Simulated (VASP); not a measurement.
# CdO (lda) (Fm-3m) in VASP: notebook, part 2 of 2

VASP 6.6.1.

### Step 5. Single point, LDA

This run uses another cell than the first one, of 9.02 Å³/atom, 1.057 times its volume.

INCAR

```
SYSTEM = CdO
PREC = Accurate ; ENCUT = 600
EDIFF = 1E-6 ; ISMEAR = 0
SIGMA = 0.01 ; LREAL = .False.
LASPH = .True. ; NELM = 120
ALGO = Normal ; ISIF = 2
LWAVE = .False. ; LCHARG = .False.
NBANDS = 16 ; GGA_COMPAT = .False.
```

KPOINTS

```
regular mesh
0
Gamma
  14 14 14
  0 0 0
```

POSCAR

```
CdO
1.0
    0.0000000000      2.0814191032      2.0814191032
    2.0814191032      0.0000000000      2.0814191032
    2.0814191032      2.0814191032      0.0000000000
Cd O
1 1
Direct
    0.0000000000      0.0000000000      0.0000000000
    0.5000000000      0.5000000000      0.5000000000
```

Potentials or basis: VASP PAW LDA potentials, release 64 (Cd, O).

The run is started by

```
$ cat potpaw_LDA.64/Cd/POTCAR potpaw_LDA.64/O/POTCAR > POTCAR
$ mpirun -np 1 vasp_std > vasp.out
```

OUTCAR:

```text
SYSTEM = CdO
   PREC = Accurate
   ENCUT = 600
   EDIFF = 1E-6
   ISMEAR = 0
   LREAL = .False.
   LASPH = .True.
   NELM = 120
   ISIF = 2

 ion  position               nearest neighbor table
   1  0.000  0.000  0.000-   2 2.08   2 2.08   2 2.08   2 2.08   2 2.08   2 2.08
   2  0.500  0.500  0.500-   1 2.08   1 2.08   1 2.08   1 2.08   1 2.08   1 2.08

  LATTYP: Found a face centered cubic cell.
 ALAT       =     4.1628382064

  Lattice vectors:

 A1 = (   0.0000000000,   2.0814191032,   2.0814191032)
 A2 = (   2.0814191032,   0.0000000000,   2.0814191032)
 A3 = (   2.0814191032,   2.0814191032,   0.0000000000)

Analysis of symmetry for initial positions (statically):
=====================================================================
 Subroutine PRICEL returns:
 Original cell was already a primitive cell.

 Routine SETGRP: Setting up the symmetry group for a
 face centered cubic supercell.

 Subroutine GETGRP returns: Found 48 space group operations
 (whereof 48 operations were pure point group operations)
 out of a pool of 48 trial point group operations.

The static configuration has the point symmetry O_h .

Analysis of symmetry for dynamics (positions and initial velocities):
=====================================================================
 Subroutine PRICEL returns:
 Original cell was already a primitive cell.

 Routine SETGRP: Setting up the symmetry group for a
 face centered cubic supercell.

 Subroutine GETGRP returns: Found 48 space group operations
 (whereof 48 operations were pure point group operations)
 out of a pool of 48 trial point group operations.

The dynamic configuration has the point symmetry O_h .

 Subroutine INISYM returns: Found 48 space group operations
 (whereof 48 operations are pure point group operations),
 and found     1 'primitive' translations

----------------------------------------------------------------------------------------

                                     Primitive cell

  volume of cell :      18.0347

[... 103 lines left out ...]
   ISMEAR =     0;   SIGMA  =   0.01  broadening in eV -4-tet -1-fermi 0-gaus
   EFERMI_NEDOS =   21; number of points for ismear=-14 and -15
   IALGO  =     38    algorithm
   IMIX   =      4    mixing-type and parameters
     AMIX     =   0.40;   BMIX     =  1.00
     AMIX_MAG =   1.60;   BMIX_MAG =  1.00
  volume/ion in A,a.u.               =       9.02        60.85
  Fermi-wavevector in a.u.,A,eV,Ry     =   1.636048  3.091683 36.418091  2.676654
  Thomas-Fermi vector in A             =   2.727420
   LORBIT       =      0    0 simple, 1 ext, 2 COOP (PROOUT), +10 PAW based schemes
   GGA     = CA    functional components
   LHFCALC =     F    Hartree Fock is set to
   AEXX    =    0.0000 exact exchange contribution
   IVDW    =     0    specifies the selected vdW correction
   LEPSILON=     F    determine dielectric tensor
   LRPA    =     F    only Hartree local field effects (RPA)
 non-spin polarized calculation
 Gauss-broadening in eV      SIGMA  =   0.01
  energy-cutoff  :      600.00
  volume of cell :       18.03
 maximum number of plane-waves:       620
   NGX = 11   NGY = 11   NGZ = 11

 number of electron      18.0000002 magnetization

 Free energy of the ion-electron system (eV)
  ---------------------------------------------------
  ext. energy  EPLUGINS =         0.00000000
  ---------------------------------------------------
  free energy    TOTEN  =        -7.35577215 eV

  energy without entropy =       -7.35577215  energy(sigma->0) =       -7.35577215

 E-fermi :   6.6497     XC(G=0): -14.3470

 val. band max:        6.4674239270   @ k =   0.5000   0.0000   0.0000
 cond. band min:       6.8007822581   @ k =   0.0000   0.0000   0.0000
 fundamental gap:      0.3333583311
 Fermi energy:         6.6497039128

 k-point     1 :       0.0000    0.0000    0.0000
  band No.  band energies     occupation
      1     -14.5850      2.00000
      2      -1.8766      2.00000
      3      -1.8766      2.00000
      4      -1.8766      2.00000
      5      -1.2123      2.00000
      6      -1.2123      2.00000
[... 433 lines left out ...]
      3      -2.5958      2.00000
      4      -2.1606      2.00000
      5      -1.4775      2.00000
      6      -0.8759      2.00000
[... 8 lines left out ...]
     15      29.6994      0.00000
     16      32.8861      0.00000

 [... further k-points ...]
[... 5 lines left out ...]
  --------------------------------------------------------------------------------------
  -------------------------------------------------------------------------------------
  Total       13.7018160     13.7018160     13.7018160      0.0000000      0.0000000      0.0000000
  in kB     1217.2509172   1217.2509172   1217.2509172      0.0000000      0.0000000      0.0000000
  external PRESSURE =    1217.2509172 kB  Pullay stress =       0.0000000 kB

 VOLUME and BASIS-vectors are now :
 -----------------------------------------------------------------------------
  energy-cutoff  :      600.00
  volume of cell :       18.03
      direct lattice vectors                 reciprocal lattice vectors
     0.000000000  2.081419103  2.081419103    -0.240220722  0.240220722  0.240220722
     2.081419103  0.000000000  2.081419103     0.240220722 -0.240220722  0.240220722
     2.081419103  2.081419103  0.000000000     0.240220722  0.240220722 -0.240220722

 POSITION                                       TOTAL-FORCE (eV/Angst)
 -----------------------------------------------------------------------------------
      0.00000      0.00000      0.00000         0.000000      0.000000     -0.000000
      2.08142      2.08142      2.08142        -0.000000      0.000000      0.000000
 -----------------------------------------------------------------------------------
    total drift:                                0.000000     -0.000000     -0.000000

  FREE ENERGIE OF THE ION-ELECTRON SYSTEM (eV)
  ---------------------------------------------------
  free  energy   TOTEN  =        -7.3557721452 eV

  energy  without entropy=       -7.3557721452  energy(sigma->0) =       -7.35577215
```

stdout:

```text
POSCAR found type information on POSCAR CdO
 POSCAR found :  2 types and       2 ions
 scaLAPACK will be used
 LDA part: xc-table for (Slater(with rela. corr.)+CA(PZ))
 , standard interpolation
 POSCAR, INCAR and KPOINTS ok, starting setup
 FFT: planning ... GRIDC
 FFT: planning ... GRID_SOFT
 FFT: planning ... GRID
 WAVECAR not read
 entering main loop
```

Wall time 17 s (1 thread of Intel Xeon Platinum 8259CL at 2.50GHz (Skylake/Cascade Lake), shared host); peak memory 0.15 GiB.

What came out:

```
Free energy            : -7.3558 eV
Pressure               : 121.7 GPa
Band gap on the k mesh : 0.33 eV, indirect (least direct gap 3.77 eV)
```

Levels at points of the mesh, in eV from the valence-band top:
```tsv
k point	band 5	band 6	band 7	band 8	band 9	band 10	band 11	band 12	band 13	band 14
(0.00, 0.00, 0.00)	-7.68	-7.68	-3.43	-3.43	-3.43	0.33	14.55	19.39	19.39	19.39
(0.50, 0.00, 0.00)	-7.04	-7.04	-4.86	0.00	0.00	4.02	9.72	13.17	13.17	21.51
(0.50, 0.50, 0.00)	-6.69	-6.69	-5.45	-4.89	-4.89	5.11	9.70	12.40	16.28	16.28
```

A k mesh can miss the band edges.

### Step 6. Single point, LDA

This run uses another cell than the first one, of 9.66 Å³/atom, 1.132 times its volume.

INCAR

```
SYSTEM = CdO
ALGO = Normal
EDIFF = 1E-6
ENCUT = 600
GGA_COMPAT = .False.
ISIF = 2
ISMEAR = 0
LASPH = .True.
LCHARG = .False.
LREAL = .False.
LWAVE = .False.
NBANDS = 16
NELM = 120
PREC = Accurate
SIGMA = 0.01
```

KPOINTS

```
k-points
0
Gamma
  14 14 14
  0 0 0
```

POSCAR

```
CdO
1.0
    0.0000000000      2.1299120087      2.1299120087
    2.1299120087      0.0000000000      2.1299120087
    2.1299120087      2.1299120087      0.0000000000
Cd O
1 1
Direct
    0.0000000000      0.0000000000      0.0000000000
    0.5000000000      0.5000000000      0.5000000000
```

Potentials or basis: VASP PAW LDA potentials, release 64 (Cd, O).

The run is started by

```
$ cat potpaw_LDA.64/Cd/POTCAR potpaw_LDA.64/O/POTCAR > POTCAR
$ mpirun -np 1 vasp_std > vasp.out
```

It took 18 s on 1 thread of Intel Xeon Platinum 8259CL at 2.50GHz (Skylake/Cascade Lake), shared host; peak memory 0.16 GiB.

The run converged. Its results:

- Free energy: -8.1709 eV
- Pressure: 81.7 GPa
- Band gap on the k mesh: 0.15 eV, indirect (least direct gap 3.09 eV)

Levels at points of the mesh, in eV from the valence-band top:
```csv
k point,band 7,band 8,band 9,band 10,band 11,band 12
"(0.00, 0.00, 0.00)",-2.94,-2.94,-2.94,0.15,14.72,18.91
"(0.50, 0.00, 0.00)",-4.63,0.00,0.00,4.14,9.23,12.94
"(0.50, 0.50, 0.00)",-5.46,-4.30,-4.30,4.83,9.49,12.14
```

A k mesh can miss the band edges.

### Step 7. Overview

| cell | gap on the mesh (eV) | pressure (GPa) |
| --- | --- | --- |
| a = 2.890 Å, angles 60.0°, 2 atoms | 0.49 | 161.9 |
| a = 2.944 Å, angles 60.0°, 2 atoms | 0.33 | 121.7 |
| a = 3.012 Å, angles 60.0°, 2 atoms | 0.15 | 81.7 |

Alike in all rows: task single point; level LDA; potentials or basis VASP PAW LDA potentials, release 64 (Cd, O); no spin polarisation; k mesh 14 × 14 × 14; cutoff (eV) 600; smearing gaussian 0.01 eV.

Total energies depend on the potentials used, so only differences within one code and one set of settings carry meaning.
